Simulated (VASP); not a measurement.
Set up this calculation in VASP 6.6.1, as the native input.

| Item | Value |
| --- | --- |
| Task | electric field gradients |
| Functional | PBEsol |
| Potentials or basis | VASP PAW PBE potentials, release 64 (Mo_sv, S) |
| Cutoff | 520 eV |
| k mesh | 13 × 13 × 13 |
| Occupations | fermi-dirac, width 0.05 eV |
| Spin | no spin polarisation |
| Dipole correction | no |
| Further INCAR settings | ALGO = Normal; EDIFF = 1e-08; NBANDS = 20 |

The structure of MoS2 lies in POSCAR:

```
MoS2
1.0
    1.5815003568      0.9130796567      6.3070299000
   -1.5815003568      0.9130796567      6.3070299000
    0.0000000000     -1.8261593134      6.3070299000
Mo S
1 2
Direct
    0.0000000000      0.0000000000      0.0000000000
    0.7484000000      0.7484000000      0.7484000000
    0.5849000000      0.5849000000      0.5849000000
```

This cell differs from its parent crystal: zz strain of +3 %.

One way to write it, as run:

INCAR

```
PREC = Accurate
ENCUT = 520
EDIFF = 1E-8
ISMEAR = -1
SIGMA = 0.05
LREAL = False
LASPH = True
NELM = 60
ALGO = Normal
ISIF = 2
LWAVE = False
LCHARG = False
GGA = PS
LEFG = True
NBANDS = 20
```

KPOINTS

```
regular mesh
0
Gamma
  13 13 13
```

Potentials or basis: VASP PAW PBE potentials, release 64 (Mo_sv, S).

Launch:

```console
$ cat potpaw_PBE.64/Mo_sv/POTCAR potpaw_PBE.64/S/POTCAR > POTCAR
$ mpirun -np 1 vasp_std > vasp.out
```

It gave:

```
Pressure               : -0.8 GPa
Largest force          : 0.095 eV/Å
Band gap on the k mesh : 1.08 eV, indirect (least direct gap 1.87 eV)
```

Caveat: the cell differs from its parent crystal (zz strain of +3 %); without QUAD_EFG the Cq values of the log hold for a quadrupole moment of 1 mb, not for the nuclei; the PAW data sets were made with another functional, which shifts forces and pressure a little.

It took 11 min on 1 thread of Intel(R) Xeon(R) Platinum 8488C (Sapphire Rapids) (shared host), peak memory 0.49 GiB.
